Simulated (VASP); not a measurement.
Wanted: the native input for a VASP 6.6.1 run.

```yaml
Task: single point
Functional: PBE
Dispersion: D3(BJ)
Potentials_or_basis: VASP PAW PBE potentials, release 64 (Sn_d, Se)
Cutoff: 520 eV
k_mesh: 8 × 8 × 1
Occupations: gaussian, width 0.05 eV
Spin: no spin polarisation
Dipole_correction: yes
Further_INCAR_settings: ALGO = Normal; EDIFF = 1e-06; NBANDS = 28
```

The structure of SnSe lies in POSCAR:

```
SnSe
1.0
    4.1900000000      0.0000000000      0.0000000000
    0.0000000000      4.4600000000      0.0000000000
    0.0000000000      0.0000000000     21.0544799493
Sn Se
2 2
Direct
    0.7500000000      0.6030000000      0.4274624698
    0.2500000000      0.1030000000      0.5725375302
    0.2500000000      0.0210000000      0.4422996899
    0.7500000000      0.5210000000      0.5577003101
```

These files were run (other wordings do the same):

INCAR

```
SYSTEM = SnSe
PREC = Accurate
ENCUT = 520
EDIFF = 1E-6
ISMEAR = 0
SIGMA = 0.05
LREAL = .FALSE.
LASPH = .TRUE.
NELM = 100
ALGO = Normal
ISIF = 2
LWAVE = .FALSE.
LCHARG = .FALSE.
LDIPOL = .TRUE.
IDIPOL = 3
DIPOL = 0.5 0.5 0.500
GGA = PE
IVDW = 12
NBANDS = 28
```

KPOINTS

```
Automatic mesh
0
G
  8 8 1
  0 0 0
```

Potentials or basis: VASP PAW PBE potentials, release 64 (Sn_d, Se).

Launch:

```bash
$ cat potpaw_PBE.64/Sn_d/POTCAR potpaw_PBE.64/Se/POTCAR > POTCAR
$ mpirun -np 1 vasp_std > vasp.out
```

Results of the run:

* Largest force: 0.148 eV/Å
* Band gap on the k mesh: 1.22 eV (least direct gap 1.29 eV)
* Dispersion energy per atom: -0.240 eV

Caveat: spin-orbit coupling is left out, which moves the levels of the heavy elements.

Run time: 5.4 min on 1 thread of Intel(R) Xeon(R) Platinum 8559C (Emerald Rapids), on a shared host, peak memory 0.58 GiB.
